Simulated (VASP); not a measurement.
# Ni (Fm-3m) in VASP: notebook

Runs on Ni. Level: LDA. Tasks: electric field gradients.

All numbers are computed with VASP 6.6.1; they aren't measurements. Logs are shortened: lines on timing, memory, paths and dates and some standing lists are left out, and cuts for length are marked.

### 1 The cell of the first run

Symmetry: Fm-3m, No. 225, cubic system. Conventional cell: a = 3.524 Å, b = 3.524 Å, c = 3.524 Å, α = 90.00°, β = 90.00°, γ = 90.00°. Ni (site symmetry m-3m) has 12 Ni at 2.49 Å within 3.3 Å.

### 2 Electric field gradients, LDA, collinear spin, ferromagnetic start (10.94 Å³/atom)

Input file INCAR:

```
SYSTEM = Ni
PREC     = Accurate       ! precision mode
ENCUT    = 520            ! plane-wave cutoff, eV
EDIFF    = 1E-8           ! SCF threshold, eV
ISMEAR   = -1             ! smearing method
SIGMA    = 0.05           ! smearing width, eV
LREAL    = .FALSE.        ! projectors in reciprocal space
LASPH    = .TRUE.         ! aspherical terms in the spheres
NELM     = 150            ! most SCF steps
ALGO     = Normal         ! electronic algorithm
ISIF     = 2              ! what is computed and relaxed
LWAVE    = .FALSE.        ! write WAVECAR
LCHARG   = .FALSE.        ! write CHGCAR
ISPIN    = 2              ! spin polarisation
MAGMOM   = 1.5            ! initial moments
LORBIT   = 11             ! projections on sites
LMAXMIX  = 4              ! l up to which the mixer works
GGA      = CA             ! functional
LEFG     = .TRUE.       
NBANDS   = 15             ! bands
```

Input file KPOINTS:

```
Automatic mesh
0
G
  20 20 20
  0 0 0
```

Input file POSCAR:

```
Ni
1.0
    0.0000000000      1.7620370796      1.7620370796
    1.7620370796      0.0000000000      1.7620370796
    1.7620370796      1.7620370796      0.0000000000
Ni
1
Direct
    0.0000000000      0.0000000000      0.0000000000
```

Potentials or basis: VASP PAW LDA potentials, release 64 (Ni).

Command:

```
$ cat potpaw_LDA.64/Ni/POTCAR > POTCAR
$ mpirun -np 1 vasp_std > vasp.out
```

OUTCAR:

```text
SYSTEM = Ni
   PREC = Accurate
   ENCUT = 520
   EDIFF = 1E-8
   ISMEAR = -1
   LREAL = .FALSE.
   LASPH = .TRUE.
   NELM = 150
   ISIF = 2
   ISPIN = 2
   LORBIT = 11
   GGA = CA

 ion  position               nearest neighbor table
   1  0.000  0.000  0.000-

  LATTYP: Found a face centered cubic cell.
 ALAT       =     3.5240741592

  Lattice vectors:

 A1 = (   0.0000000000,   1.7620370796,   1.7620370796)
 A2 = (   1.7620370796,   0.0000000000,   1.7620370796)
 A3 = (   1.7620370796,   1.7620370796,   0.0000000000)

Analysis of symmetry for initial positions (statically):
=====================================================================
 Subroutine PRICEL returns:
 Original cell was already a primitive cell.

 Routine SETGRP: Setting up the symmetry group for a
 face centered cubic supercell.

 Subroutine GETGRP returns: Found 48 space group operations
 (whereof 48 operations were pure point group operations)
 out of a pool of 48 trial point group operations.

The static configuration has the point symmetry O_h .

Analysis of symmetry for dynamics (positions and initial velocities):
=====================================================================
 Subroutine PRICEL returns:
 Original cell was already a primitive cell.

 Routine SETGRP: Setting up the symmetry group for a
 face centered cubic supercell.

 Subroutine GETGRP returns: Found 48 space group operations
 (whereof 48 operations were pure point group operations)
 out of a pool of 48 trial point group operations.

The dynamic configuration has the point symmetry O_h .

Analysis of structural, dynamic, and magnetic symmetry:
=====================================================================
 Subroutine PRICEL returns:
 Original cell was already a primitive cell.

 Routine SETGRP: Setting up the symmetry group for a
 face centered cubic supercell.

 Subroutine GETGRP returns: Found 48 space group operations
 (whereof 48 operations were pure point group operations)
 out of a pool of 48 trial point group operations.

The overall configuration has the point symmetry O_h .

 Subroutine INISYM returns: Found 48 space group operations
 (whereof 48 operations are pure point group operations),
 and found     1 'primitive' translations

----------------------------------------------------------------------------------------

                                     Primitive cell

  volume of cell :      10.9415

  direct lattice vectors                    reciprocal lattice vectors
     0.000000000  1.762037080  1.762037080    -0.283762473  0.283762473  0.283762473
     1.762037080  0.000000000  1.762037080     0.283762473 -0.283762473  0.283762473
     1.762037080  1.762037080  0.000000000     0.283762473  0.283762473 -0.283762473

  length of vectors
     2.491896735  2.491896735  2.491896735     0.491491021  0.491491021  0.491491021

  position of ions in fractional coordinates (direct lattice)
     0.000000000  0.000000000  0.000000000

  ion indices of the primitive-cell ions
   primitive index   ion index
                 1           1

----------------------------------------------------------------------------------------

 KPOINTS: Automatic mesh

Automatic generation of k-mesh.
 Grid dimensions read from file:
 generate k-points for:   20   20   20

 Generating k-lattice:

  Cartesian coordinates                     Fractional coordinates (reciprocal lattice)
    -0.014188124  0.014188124  0.014188124     0.050000000  0.000000000  0.000000000
     0.014188124 -0.014188124  0.014188124     0.000000000  0.050000000  0.000000000
     0.014188124  0.014188124 -0.014188124     0.000000000  0.000000000  0.050000000

  Length of vectors
     0.024574551  0.024574551  0.024574551

  Shift w.r.t. Gamma in fractional coordinates (k-lattice)
     0.000000000  0.000000000  0.000000000

 Subroutine IBZKPT returns following result:
 ===========================================

 Found    256 irreducible k-points:

 Following reciprocal coordinates:
            Coordinates               Weight
  0.000000  0.000000  0.000000      1.000000
  0.050000  0.000000  0.000000      8.000000
[... 60 lines left out ...]
     AMIX     =   0.40;   BMIX     =  1.00
     AMIX_MAG =   1.60;   BMIX_MAG =  1.00
  volume/ion in A,a.u.               =      10.94        73.84
  Fermi-wavevector in a.u.,A,eV,Ry     =   1.588729  3.002262 34.341914  2.524059
  Thomas-Fermi vector in A             =   2.687688
   LORBIT       =     11    0 simple, 1 ext, 2 COOP (PROOUT), +10 PAW based schemes
   GGA     = CA    functional components
   LHFCALC =     F    Hartree Fock is set to
   AEXX    =    0.0000 exact exchange contribution
   IVDW    =     0    specifies the selected vdW correction
   LEPSILON=     F    determine dielectric tensor
   LRPA    =     F    only Hartree local field effects (RPA)
 spin polarized calculation
  energy-cutoff  :      520.00
  volume of cell :       10.94
 maximum number of plane-waves:       306
   NGX =  9   NGY =  9   NGZ =  9

 number of electron      10.0000010 magnetization       0.6094715

 Free energy of the ion-electron system (eV)
  ---------------------------------------------------
  ext. energy  EPLUGINS =         0.00000000
  ---------------------------------------------------
  free energy    TOTEN  =        -6.53126420 eV

  energy without entropy =       -6.51596322  energy(sigma->0) =       -6.52361371

 E-fermi :   8.9401     XC(G=0): -13.5790

 val. band max:        8.9311630832   @ k =  -0.4000   0.2500   0.0000
 cond. band min:       8.9420863405   @ k =   0.3500   0.1500   0.0500
 fundamental gap:      0.0109232572
 Fermi energy:         8.9400915169

 spin component 1

 k-point     1 :       0.0000    0.0000    0.0000
  band No.  band energies     occupation
      1       0.0012      1.00000
      2       6.6073      1.00000
      3       6.6073      1.00000
      4       6.6073      1.00000
      5       7.7487      1.00000
      6       7.7487      1.00000
      7      32.6841      0.00000
      8      36.3872      0.00000
      9      36.3872      0.00000
     10      36.3872      0.00000
     11      39.3324      0.00000
     12      39.3324      0.00000
     13      39.3324      0.00000
     14      42.5378      0.00000
[... 403 lines left out ...]
      4       6.8471      1.00000
      5       8.1041      1.00000
      6       8.4503      0.99994
      7      18.0793      0.00000
      8      30.6047      0.00000
      9      32.9011      0.00000
     10      34.6417      0.00000
     11      36.7606      0.00000
     12      38.5685      0.00000
     13      42.7652      0.00000
     14      49.3226      0.00000
     15      50.9636      0.00000

 [... further k-points ...]

 spin component 2

 k-point     1 :       0.0000    0.0000    0.0000
  band No.  band energies     occupation
      1       0.0419      1.00000
      2       7.2284      1.00000
      3       7.2284      1.00000
      4       7.2284      1.00000
      5       8.3230      1.00000
      6       8.3230      1.00000
      7      32.6634      0.00000
      8      36.4379      0.00000
      9      36.4379      0.00000
     10      36.4379      0.00000
     11      39.4953      0.00000
     12      39.4953      0.00000
     13      39.4953      0.00000
     14      42.5113      0.00000
[... 403 lines left out ...]
      4       7.3006      1.00000
      5       8.7435      0.98077
      6       9.0641      0.07723
      7      18.3301      0.00000
      8      30.6660      0.00000
      9      32.9589      0.00000
     10      34.7715      0.00000
     11      36.8773      0.00000
     12      38.6687      0.00000
     13      42.8897      0.00000
     14      49.4389      0.00000
     15      51.2019      0.00000

 [... further k-points ...]

------------------------ aborting loop because EDIFF is reached ----------------------------------------

  FORCE on cell =-STRESS in cart. coord.  units (eV):
  Direction    XX          YY          ZZ          XY          YZ          ZX
  --------------------------------------------------------------------------------------
  -------------------------------------------------------------------------------------
  Total       -1.2091896     -1.2091896     -1.2091896      0.0000000      0.0000000      0.0000000
  in kB     -177.0638314   -177.0638314   -177.0638314      0.0000000      0.0000000      0.0000000
  external PRESSURE =    -177.0638314 kB  Pullay stress =       0.0000000 kB

 VOLUME and BASIS-vectors are now :
 -----------------------------------------------------------------------------
  energy-cutoff  :      520.00
  volume of cell :       10.94
      direct lattice vectors                 reciprocal lattice vectors
     0.000000000  1.762037080  1.762037080    -0.283762473  0.283762473  0.283762473
     1.762037080  0.000000000  1.762037080     0.283762473 -0.283762473  0.283762473
     1.762037080  1.762037080  0.000000000     0.283762473  0.283762473 -0.283762473

 POSITION                                       TOTAL-FORCE (eV/Angst)
 -----------------------------------------------------------------------------------
      0.00000      0.00000      0.00000         0.000000      0.000000      0.000000
 -----------------------------------------------------------------------------------
    total drift:                                0.000000     -0.000000      0.000000

  FREE ENERGIE OF THE ION-ELECTRON SYSTEM (eV)
  ---------------------------------------------------
  free  energy   TOTEN  =        -6.5312641975 eV

  energy  without entropy=       -6.5159632159  energy(sigma->0) =       -6.52361371

 Electric field gradients (V/A^2)
---------------------------------------------------------------------
 ion       V_xx      V_yy      V_zz      V_xy      V_xz      V_yz
---------------------------------------------------------------------
   1       0.000     0.000    -0.000    -0.002    -0.002    -0.002
---------------------------------------------------------------------

 Electric field gradients after diagonalization (V/A^2)
 (convention: |V_zz| > |V_xx| > |V_yy|)
----------------------------------------------------------------------
 ion       V_xx      V_yy      V_zz     asymmetry (V_yy - V_xx)/ V_zz
----------------------------------------------------------------------
   1       0.002     0.002    -0.003       0.000
----------------------------------------------------------------------

           NMR quadrupolar parameters

 Cq : quadrupolar parameter    Cq=e*Q*V_zz/h
 eta: asymmetry parameters     (V_yy - V_xx)/ V_zz
 Q  : nuclear electric quadrupole moment in mb (millibarn)
----------------------------------------------------------------------
 ion       Cq(MHz)       eta       Q (mb)
----------------------------------------------------------------------
   1      -0.000       0.000       1.000
----------------------------------------------------------------------

 total charge

# of ion       s       p       d       tot
------------------------------------------
    1        0.497   0.491   8.322   9.310

 magnetization (x)

# of ion       s       p       d       tot
------------------------------------------
    1       -0.005  -0.018   0.638   0.615
```

Wall time 62 s (1 thread of Intel Xeon Platinum 8488C (Sapphire Rapids), shared host); peak memory 0.17 GiB.

What came out:

| Item | Value |
| --- | --- |
| Free energy | -6.5313 eV |
| Pressure | -17.7 GPa |
| Net moment | 0.61 μB per cell |
| Site moments | Ni +0.61 μB |
| Largest electric field gradient by atom | under 0.05 V/Å² on every atom |
| Valence electrons inside the program's atomic spheres | Ni 9.31 |

Caveat: the cell stands under tension.

### 3 Electric field gradients, LDA, collinear spin, ferromagnetic start (10.94 Å³/atom)

Input file INCAR:

```
PREC     = Accurate       # precision mode
ENCUT    = 520            # plane-wave cutoff, eV
EDIFF    = 1E-8           # SCF threshold, eV
ISMEAR   = -1             # smearing method
SIGMA    = 0.05           # smearing width, eV
LREAL    = F              # projectors in reciprocal space
LASPH    = T              # aspherical terms in the spheres
NELM     = 150            # most SCF steps
ALGO     = Normal         # electronic algorithm
ISIF     = 2              # what is computed and relaxed
LWAVE    = F              # write WAVECAR
LCHARG   = F              # write CHGCAR
ISPIN    = 2              # spin polarisation
MAGMOM   = 1.5            # initial moments
LORBIT   = 11             # projections on sites
LMAXMIX  = 4              # l up to which the mixer works
LEFG     = T            
NBANDS   = 15             # bands
```

Input file KPOINTS:

```
regular mesh
0
Gamma
  20 20 20
```

POSCAR is that of step 2.

Potentials or basis: VASP PAW LDA potentials, release 64 (Ni).

Command:

```
$ cat potpaw_LDA.64/Ni/POTCAR > POTCAR
$ mpirun -np 1 vasp_std > vasp.out
```

OUTCAR:

```text
PREC = Accurate
   ENCUT = 520
   EDIFF = 1E-8
   ISMEAR = -1
   LREAL = F
   LASPH = T
   NELM = 150
   ISIF = 2
   ISPIN = 2
   LORBIT = 11

 ion  position               nearest neighbor table
   1  0.000  0.000  0.000-

  LATTYP: Found a face centered cubic cell.
 ALAT       =     3.5240741592

  Lattice vectors:

 A1 = (   0.0000000000,   1.7620370796,   1.7620370796)
 A2 = (   1.7620370796,   0.0000000000,   1.7620370796)
 A3 = (   1.7620370796,   1.7620370796,   0.0000000000)

Analysis of symmetry for initial positions (statically):
=====================================================================
 Subroutine PRICEL returns:
 Original cell was already a primitive cell.

 Routine SETGRP: Setting up the symmetry group for a
 face centered cubic supercell.

 Subroutine GETGRP returns: Found 48 space group operations
 (whereof 48 operations were pure point group operations)
[... 1070 lines left out ...]
     1.762037080  0.000000000  1.762037080     0.283762473 -0.283762473  0.283762473
     1.762037080  1.762037080  0.000000000     0.283762473  0.283762473 -0.283762473

 POSITION                                       TOTAL-FORCE (eV/Angst)
 -----------------------------------------------------------------------------------
      0.00000      0.00000      0.00000         0.000000      0.000000      0.000000
 -----------------------------------------------------------------------------------
    total drift:                                0.000000     -0.000000      0.000000

  FREE ENERGIE OF THE ION-ELECTRON SYSTEM (eV)
  ---------------------------------------------------
  free  energy   TOTEN  =        -6.5312641975 eV

  energy  without entropy=       -6.5159632159  energy(sigma->0) =       -6.52361371

 Electric field gradients (V/A^2)
---------------------------------------------------------------------
 ion       V_xx      V_yy      V_zz      V_xy      V_xz      V_yz
---------------------------------------------------------------------
   1       0.000     0.000    -0.000    -0.002    -0.002    -0.002
---------------------------------------------------------------------

 Electric field gradients after diagonalization (V/A^2)
 (convention: |V_zz| > |V_xx| > |V_yy|)
----------------------------------------------------------------------
 ion       V_xx      V_yy      V_zz     asymmetry (V_yy - V_xx)/ V_zz
----------------------------------------------------------------------
   1       0.002     0.002    -0.003       0.000
----------------------------------------------------------------------

           NMR quadrupolar parameters

 Cq : quadrupolar parameter    Cq=e*Q*V_zz/h
 eta: asymmetry parameters     (V_yy - V_xx)/ V_zz
 Q  : nuclear electric quadrupole moment in mb (millibarn)
----------------------------------------------------------------------
 ion       Cq(MHz)       eta       Q (mb)
----------------------------------------------------------------------
   1      -0.000       0.000       1.000
----------------------------------------------------------------------

 total charge

# of ion       s       p       d       tot
------------------------------------------
    1        0.497   0.491   8.322   9.310

 magnetization (x)

# of ion       s       p       d       tot
------------------------------------------
    1       -0.005  -0.018   0.638   0.615
```

OSZICAR:

```text
N       E                     dE             d eps       ncg     rms          rms(c)
DAV:   1     0.324691806602E+02    0.32469E+02   -0.42074E+03 16275   0.867E+02
DAV:   2    -0.613667985508E+01   -0.38606E+02   -0.35717E+02 17292   0.163E+02
DAV:   3    -0.759122053222E+01   -0.14545E+01   -0.14445E+01 18993   0.312E+01
DAV:   4    -0.760019879429E+01   -0.89783E-02   -0.89771E-02 18508   0.231E+00
DAV:   5    -0.760030853150E+01   -0.10974E-03   -0.10974E-03 19292   0.233E-01    0.105E+01
DAV:   6    -0.695185188251E+01    0.64846E+00   -0.14756E+01 22206   0.436E+01    0.647E+00
DAV:   7    -0.655011914248E+01    0.40173E+00   -0.28741E+00 20530   0.169E+01    0.174E+00
DAV:   8    -0.653555203673E+01    0.14567E-01   -0.23031E-02 18477   0.930E-01    0.895E-01
DAV:   9    -0.653222737828E+01    0.33247E-02   -0.19973E-03 25492   0.247E-01    0.297E-01
DAV:  10    -0.653128057585E+01    0.94680E-03   -0.10506E-03 26404   0.173E-01    0.375E-02
DAV:  11    -0.653126454578E+01    0.16030E-04   -0.21502E-05 22420   0.293E-02    0.249E-02
DAV:  12    -0.653126453969E+01    0.60913E-08   -0.54258E-06 24217   0.121E-02    0.540E-03
DAV:  13    -0.653126435747E+01    0.18222E-06   -0.11282E-07 20169   0.384E-03    0.475E-03
DAV:  14    -0.653126419902E+01    0.15844E-06   -0.92129E-08 17650   0.197E-03    0.927E-04
DAV:  15    -0.653126419753E+01    0.14943E-08   -0.79606E-09 15009   0.752E-04
   1 F= -.65312642E+01 E0= -.65236137E+01  d E =-.153010E-01  mag=     0.6095
```

stdout:

```text
POSCAR found type information on POSCAR Ni
 POSCAR found :  1 types and       1 ions
 scaLAPACK will be used
 LDA part: xc-table for (Slater(with rela. corr.)+CA(PZ))
 , standard interpolation
 POSCAR, INCAR and KPOINTS ok, starting setup
 FFT: planning ... GRIDC
 FFT: planning ... GRID_SOFT
 FFT: planning ... GRID
 WAVECAR not read
 entering main loop
ion   1
```

Wall time 62 s (1 thread of Intel Xeon Platinum 8488C (Sapphire Rapids), shared host); peak memory 0.17 GiB.

What came out:

```yaml
Free_energy: -6.5313 eV
Pressure: -17.7 GPa
Net_moment: 0.61 μB per cell
Site_moments: Ni +0.61 μB
Largest_electric_field_gradient_by_atom: under 0.05 V/Å² on every atom
Valence_electrons_inside_the_program's_atomic_spheres: Ni 9.31
```

Levels at points of the mesh, in eV from the Fermi level:
Spin up:
| k point | band 2 | band 3 | band 4 | band 5 | band 6 | band 7 | band 8 | band 9 |
| --- | --- | --- | --- | --- | --- | --- | --- | --- |
| (0.00, 0.00, 0.00) | -2.33 | -2.33 | -2.33 | -1.19 | -1.19 | 23.74 | 27.45 | 27.45 |
| (0.50, 0.00, 0.00) | -2.33 | -2.33 | -0.51 | -0.51 | -0.24 | 5.68 | 22.27 | 24.46 |
| (0.50, 0.50, 0.00) | -4.10 | -0.48 | -0.36 | -0.36 | 2.46 | 9.23 | 14.72 | 14.72 |
Spin down:
```csv
k point,band 2,band 3,band 4,band 5,band 6,band 7,band 8,band 9
"(0.00, 0.00, 0.00)",-1.71,-1.71,-1.71,-0.62,-0.62,23.72,27.50,27.50
"(0.50, 0.00, 0.00)",-1.77,-1.77,-0.21,0.15,0.15,6.06,22.24,24.58
"(0.50, 0.50, 0.00)",-3.58,0.12,0.35,0.35,2.50,9.50,14.79,14.79
```

Caveat: the cell stands under tension.
